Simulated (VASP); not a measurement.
# Tl (P6_3/mmc) in VASP: further runs, part 3 of 3

VASP 6.6.1.

### Step 6. Electric field gradients, PBE (31.10 Å³/atom)

This run uses another cell than the first one, of 31.10 Å³/atom.

INCAR

```
SYSTEM = Tl
PREC     = Accurate       ! precision mode
ENCUT    = 520            ! plane-wave cutoff, eV
EDIFF    = 1E-8           ! SCF threshold, eV
ISMEAR   = -1             ! smearing method
SIGMA    = 0.05           ! smearing width, eV
LREAL    = .False.        ! projectors in reciprocal space
LASPH    = .True.         ! aspherical terms in the spheres
NELM     = 100            ! most SCF steps
ALGO     = Normal         ! electronic algorithm
ISIF     = 2              ! what is computed and relaxed
LWAVE    = .False.        ! write WAVECAR
LCHARG   = .False.        ! write CHGCAR
GGA      = PE             ! functional
LEFG     = .True.       
NBANDS   = 20             ! bands
```

KPOINTS

```
Automatic mesh
0
Gamma
  11 11 6
  0 0 0
```

POSCAR

```
Tl
1.0
    3.5433624228      0.0000000000      0.0000000000
   -1.7716812114      3.0686418730      0.0000000000
    0.0000000000      0.0000000000      5.7208670653
Tl
2
Direct
    0.3333333333      0.6666666667      0.2500000000
    0.6666666667      0.3333333333      0.7500000000
```

Potentials or basis: VASP PAW PBE potentials, release 64 (Tl_d).

Started as:

```bash
cat potpaw_PBE.64/Tl_d/POTCAR > POTCAR
mpirun -np 1 vasp_std > vasp.out
```

OUTCAR:

```text
SYSTEM = Tl
   PREC = Accurate
   ENCUT = 520
   EDIFF = 1E-8
   ISMEAR = -1
   LREAL = .False.
   LASPH = .True.
   NELM = 100
   ISIF = 2
   GGA = PE

 ion  position               nearest neighbor table
   1  0.333  0.667  0.250-   2 3.52   2 3.52   2 3.52   2 3.52   2 3.52   2 3.52
   2  0.667  0.333  0.750-   1 3.52   1 3.52   1 3.52   1 3.52   1 3.52   1 3.52

  LATTYP: Found a hexagonal cell.
 ALAT       =     3.5433624228
 C/A-ratio  =     1.6145306019

  Lattice vectors:

 A1 = (   3.5433624228,   0.0000000000,   0.0000000000)
 A2 = (  -1.7716812114,   3.0686418730,   0.0000000000)
 A3 = (   0.0000000000,   0.0000000000,   5.7208670653)

Analysis of symmetry for initial positions (statically):
=====================================================================
 Subroutine PRICEL returns:
 Original cell was already a primitive cell.

 Routine SETGRP: Setting up the symmetry group for a
 hexagonal supercell.

 Subroutine GETGRP returns: Found 24 space group operations
 (whereof 12 operations were pure point group operations)
 out of a pool of 24 trial point group operations.

The static configuration has the point symmetry D_3d.
 The point group associated with its full space group is D_6h.

Analysis of symmetry for dynamics (positions and initial velocities):
=====================================================================
 Subroutine PRICEL returns:
 Original cell was already a primitive cell.

 Routine SETGRP: Setting up the symmetry group for a
 hexagonal supercell.

 Subroutine GETGRP returns: Found 24 space group operations
 (whereof 12 operations were pure point group operations)
 out of a pool of 24 trial point group operations.

The dynamic configuration has the point symmetry D_3d.
 The point group associated with its full space group is D_6h.

 Subroutine INISYM returns: Found 24 space group operations
 (whereof 12 operations are pure point group operations),
 and found     1 'primitive' translations

----------------------------------------------------------------------------------------

                                     Primitive cell

  volume of cell :      62.2048

  direct lattice vectors                    reciprocal lattice vectors
     3.543362423  0.000000000  0.000000000     0.282217815  0.162938531  0.000000000
    -1.771681211  3.068641873  0.000000000     0.000000000  0.325877063  0.000000000
     0.000000000  0.000000000  5.720867065     0.000000000  0.000000000  0.174798678

  length of vectors
     3.543362423  3.543362423  5.720867065     0.325877063  0.325877063  0.174798678

  position of ions in fractional coordinates (direct lattice)
     0.333333333  0.666666667  0.250000000
     0.666666667  0.333333333  0.750000000

  ion indices of the primitive-cell ions
   primitive index   ion index
                 1           1
                 2           2

----------------------------------------------------------------------------------------

 KPOINTS: Automatic mesh
[... 73 lines left out ...]
   NFREE  =      0    steps in history (QN), initial steepest desc. (CG)
   ISIF   =      2    stress and relaxation
   ISYM   =      2    0-nonsym 1-usesym 2-fastsym
   POTIM  = 0.5000    time-step for ionic-motion
   TEBEG  =    0.0;   TEEND  =   0.0 temperature during run
   PSTRESS=    0.0 pullay stress
   NELECT =      26.0000    total number of electrons
   NUPDOWN=      -1.0000    fix difference up-down
   EMIN   =  10.00;   EMAX   =-10.00  energy-range for DOS
   EFERMI =   0.00;   METHOD = LEGACY
   ISMEAR =    -1;   SIGMA  =   0.05  broadening in eV -4-tet -1-fermi 0-gaus
   EFERMI_NEDOS =   21; number of points for ismear=-14 and -15
   IALGO  =     38    algorithm
   IMIX   =      4    mixing-type and parameters
     AMIX     =   0.40;   BMIX     =  1.00
     AMIX_MAG =   1.60;   BMIX_MAG =  1.00
  volume/ion in A,a.u.               =      31.10       209.89
  Fermi-wavevector in a.u.,A,eV,Ry     =   1.224028  2.313078 20.384859  1.498245
  Thomas-Fermi vector in A             =   2.359118
   LORBIT       =      0    0 simple, 1 ext, 2 COOP (PROOUT), +10 PAW based schemes
   GGA     = PE    functional components
   LHFCALC =     F    Hartree Fock is set to
   AEXX    =    0.0000 exact exchange contribution
   IVDW    =     0    specifies the selected vdW correction
   LEPSILON=     F    determine dielectric tensor
   LRPA    =     F    only Hartree local field effects (RPA)
 non-spin polarized calculation
  energy-cutoff  :      520.00
  volume of cell :       62.20
 maximum number of plane-waves:      1713
 NGX is ok and might be reduce to    28
   NGX = 13   NGY = 13   NGZ = 21

 number of electron      26.0000005 magnetization

 Free energy of the ion-electron system (eV)
  ---------------------------------------------------
  ext. energy  EPLUGINS =         0.00000000
  ---------------------------------------------------
  free energy    TOTEN  =        -4.46051082 eV

  energy without entropy =       -4.45126703  energy(sigma->0) =       -4.45588893

 E-fermi :   5.7092     XC(G=0):  -9.7775

 val. band max:        5.7026764811   @ k =   0.2727   0.1818   0.5000
 cond. band min:       5.7866924414   @ k =   0.3636  -0.0000   0.0000
 fundamental gap:      0.0840159603
 Fermi energy:         5.7092125472

 k-point     1 :       0.0000    0.0000    0.0000
  band No.  band energies     occupation
      1      -5.9192      2.00000
      2      -5.7679      2.00000
      3      -5.7446      2.00000
      4      -5.7446      2.00000
      5      -5.7044      2.00000
      6      -5.7044      2.00000
[... 541 lines left out ...]
     19      15.4772      0.00000
     20      16.3017      0.00000

 [... further k-points ...]

------------------------ aborting loop because EDIFF is reached ----------------------------------------

  FORCE on cell =-STRESS in cart. coord.  units (eV):
  Direction    XX          YY          ZZ          XY          YZ          ZX
  --------------------------------------------------------------------------------------
  -------------------------------------------------------------------------------------
  Total        0.1445722      0.1445722     -0.1084014      0.0000000      0.0000000      0.0000000
  in kB        3.7236751      3.7236751     -2.7920406      0.0000000      0.0000000      0.0000000
  external PRESSURE =       1.5517699 kB  Pullay stress =       0.0000000 kB

 VOLUME and BASIS-vectors are now :
 -----------------------------------------------------------------------------
  energy-cutoff  :      520.00
  volume of cell :       62.20
      direct lattice vectors                 reciprocal lattice vectors
     3.543362423  0.000000000  0.000000000     0.282217815  0.162938531  0.000000000
    -1.771681211  3.068641873  0.000000000     0.000000000  0.325877063  0.000000000
     0.000000000  0.000000000  5.720867065     0.000000000  0.000000000  0.174798678

 POSITION                                       TOTAL-FORCE (eV/Angst)
 -----------------------------------------------------------------------------------
     -0.00000      2.04576      1.43022        -0.000000     -0.000000      0.000000
      1.77168      1.02288      4.29065         0.000000      0.000000      0.000000
 -----------------------------------------------------------------------------------
    total drift:                                0.000000     -0.000000      0.000000

  FREE ENERGIE OF THE ION-ELECTRON SYSTEM (eV)
  ---------------------------------------------------
  free  energy   TOTEN  =        -4.4605108240 eV

  energy  without entropy=       -4.4512670292  energy(sigma->0) =       -4.45588893

 Electric field gradients (V/A^2)
---------------------------------------------------------------------
 ion       V_xx      V_yy      V_zz      V_xy      V_xz      V_yz
---------------------------------------------------------------------
   1       4.744     4.745    -9.489     0.001     0.000    -0.000
   2       4.744     4.745    -9.489     0.001    -0.000     0.000
---------------------------------------------------------------------

 Electric field gradients after diagonalization (V/A^2)
 (convention: |V_zz| > |V_xx| > |V_yy|)
----------------------------------------------------------------------
 ion       V_xx      V_yy      V_zz     asymmetry (V_yy - V_xx)/ V_zz
----------------------------------------------------------------------
   1       4.746     4.744    -9.489       0.000
   2       4.746     4.744    -9.489       0.000
----------------------------------------------------------------------

           NMR quadrupolar parameters

 Cq : quadrupolar parameter    Cq=e*Q*V_zz/h
 eta: asymmetry parameters     (V_yy - V_xx)/ V_zz
 Q  : nuclear electric quadrupole moment in mb (millibarn)
----------------------------------------------------------------------
 ion       Cq(MHz)       eta       Q (mb)
----------------------------------------------------------------------
   1      -0.023       0.000       1.000
   2      -0.023       0.000       1.000
----------------------------------------------------------------------
```

Run time: 44 s. Hardware: 1 thread of Intel Xeon Platinum 8488C (Sapphire Rapids), shared host; peak memory 0.21 GiB.

Results:

| Quantity | Value |
| --- | --- |
| Free energy | -4.4605 eV |
| Pressure | 0.2 GPa |
| Band gap on the k mesh | zero (bands 13 and 14 overlap by 4.97 eV) |
| Largest electric field gradient by atom | Tl -9.5 V/Å² |

Stress tensor (GPa, compression positive):
```
 0.37  0.00  0.00
 0.00  0.37  0.00
 0.00  0.00 -0.28
```

Levels at points of the mesh, in eV from the Fermi level:
| k point | band 9 | band 10 | band 11 | band 12 | band 13 | band 14 | band 15 | band 16 | band 17 | band 18 |
| --- | --- | --- | --- | --- | --- | --- | --- | --- | --- | --- |
| (0.00, 0.00, 0.00) | -11.09 | -11.09 | -9.48 | -5.22 | -2.52 | 7.56 | 7.56 | 9.44 | 9.44 | 9.97 |
| (0.00, 0.00, 0.50) | -11.18 | -11.18 | -8.19 | -8.19 | 2.96 | 2.96 | 8.45 | 8.45 | 8.45 | 8.45 |

Electric field gradients, principal values (V/Å²):
| atom | least | middle | greatest (by size) |
| --- | --- | --- | --- |
| 1 Tl | 4.744 | 4.746 | -9.489 |
| 2 Tl | 4.744 | 4.746 | -9.489 |

Caveat: without QUAD_EFG the Cq values of the log hold for a quadrupole moment of 1 mb, not for the nuclei; spin-orbit coupling is left out, which moves the levels of the heavy elements.

### Step 7. Summary

```tsv
cell	gap on the mesh (eV)	pressure (GPa)
a = 3.450, b = 3.450, c = 5.570 Å, angles 90.0, 90.0, 120.0°, 2 atoms	none	2.9
a = 3.474, b = 3.474, c = 5.609 Å, angles 90.0, 90.0, 120.0°, 2 atoms	none	2.1
a = 3.521, b = 3.521, c = 5.684 Å, angles 90.0, 90.0, 120.0°, 2 atoms	none	0.7
a = 3.543, b = 3.543, c = 5.721 Å, angles 90.0, 90.0, 120.0°, 2 atoms	none	0.2
```

Alike in all rows: task electric field gradients; level PBE; potentials or basis VASP PAW PBE potentials, release 64 (Tl_d); no spin polarisation; k mesh 11 × 11 × 6; cutoff (eV) 520; smearing fermi-dirac 0.05 eV.

Caveats: spin-orbit coupling is left out, which moves the levels of the heavy elements.

Absolute energies hang on the potentials; compare differences alone.
